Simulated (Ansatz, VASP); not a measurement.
## Two plane-wave programs on BaO

File INCAR:

```
SYSTEM = BaO
  PREC = Accurate
  ENCUT = 1340
  EDIFF = 1E-6
  ISMEAR = 0
  SIGMA = 0.05
  LREAL = .False.
  LASPH = .True.
  NELM = 120
  ALGO = Normal
  ISIF = 2
  LWAVE = .False.
  LCHARG = .True.
  GGA = PE
  LELF = .True.
  LVHAR = .True.
  NBANDS = 15
  GGA_COMPAT = .False.
```

The input KPOINTS:

```
regular mesh
0
Gamma
  6 6 6
  0 0 0
```

Contents of POSCAR:

```
BaO
1.0
    0.0000000000      2.7867887712      2.7867887712
    2.7867887712      0.0000000000      2.7867887712
    2.7867887712      2.7867887712      0.0000000000
Ba O
1 1
Direct
    0.5000000000      0.5000000000      0.5000000000
    0.0000000000      0.0000000000      0.0000000000
```

Input for Ansatz:

```yaml
crystal:
  lattice:
    - [0.0, 2.7867887236, 2.7867887236]
    - [2.7867887236, 0.0, 2.7867887236]
    - [2.7867887236, 2.7867887236, 0.0]
  atoms:
    - { symbol: Ba, position: [0.5, 0.5, 0.5] }
    - { symbol: O, position: [0.0, 0.0, 0.0] }
basis:
  ecutwfc: 420
  ecutrho_ratio: 4
kpoints:
  mp_grid: { grid: [6, 6, 6] }
hamiltonian:
  xc: pbe
scf:
  occupations: { method: gaussian, width: 0.05 }
output:
  forces: true
  stress: true
  eigenvalues: true
```

Alike in both runs: task single point; functional PBE; k mesh 6 × 6 × 6; occupations gaussian, width 0.05 eV; no spin polarisation.

```csv
,VASP,Ansatz
version,VASP 6.6.1,Ansatz 0.2.0
potentials or method,"VASP PAW PBE potentials, release 64 (Ba_sv, O_h), cutoff 1340 eV","scalar-relativistic, plane waves, PAW"
valence electrons in the cell,16,16
```

```csv
,VASP,Ansatz,Ansatz less VASP
gap on the k mesh at the Fermi level (eV),2.04,2.10,+0.063
least direct gap on the mesh (eV),2.04,2.10,+0.063
pressure (GPa),1.5,0.0,-1.50
```

Neither program's run includes spin-orbit coupling.
